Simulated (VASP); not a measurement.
Set up this calculation in VASP 6.6.1, as the native input.

* Task: single point
* Functional: LDA
* Potentials or basis: VASP PAW LDA potentials, release 64 (W_sv)
* Cutoff: 520 eV
* k mesh: 20 × 20 × 20
* Occupations: gaussian, width 0.15 eV
* Spin: no spin polarisation
* Dipole correction: no
* Further INCAR settings: ALGO = Fast; EDIFF = 1e-06; NBANDS = 13

The structure of W lies in POSCAR:

```
W
1.0
   -1.4426317897      1.5523972520      1.5523972520
    1.5523972520     -1.4426317897      1.5523972520
    1.5523972520      1.5523972520     -1.4426317897
W
1
Direct
    0.0000000000      0.0000000000      0.0000000000
```

The input as run:

INCAR

```
PREC = Accurate
ENCUT = 520
EDIFF = 1E-6
ISMEAR = 0
SIGMA = 0.15
LREAL = F
LASPH = T
NELM = 60
ALGO = Fast
ISIF = 2
LWAVE = F
LCHARG = T
LELF = T
LVHAR = T
NBANDS = 13
```

KPOINTS

```
regular mesh
0
Gamma
  20 20 20
```

Potentials or basis: VASP PAW LDA potentials, release 64 (W_sv).

Command:

```sh
$ cat potpaw_LDA.64/W_sv/POTCAR > POTCAR
$ mpirun -np 1 vasp_std > vasp.out
```

Results of the run:

```yaml
Pressure: 16.8 GPa
Band_gap_on_the_k_mesh: zero (bands 7 and 8 overlap by 4.70 eV)
```

Caveat: the cell stands under pressure; spin-orbit coupling is left out, which moves the levels of the heavy elements.

It took 100 s on 1 thread of Intel(R) Xeon(R) Platinum 8559C (Emerald Rapids) (shared host), peak memory 0.24 GiB.
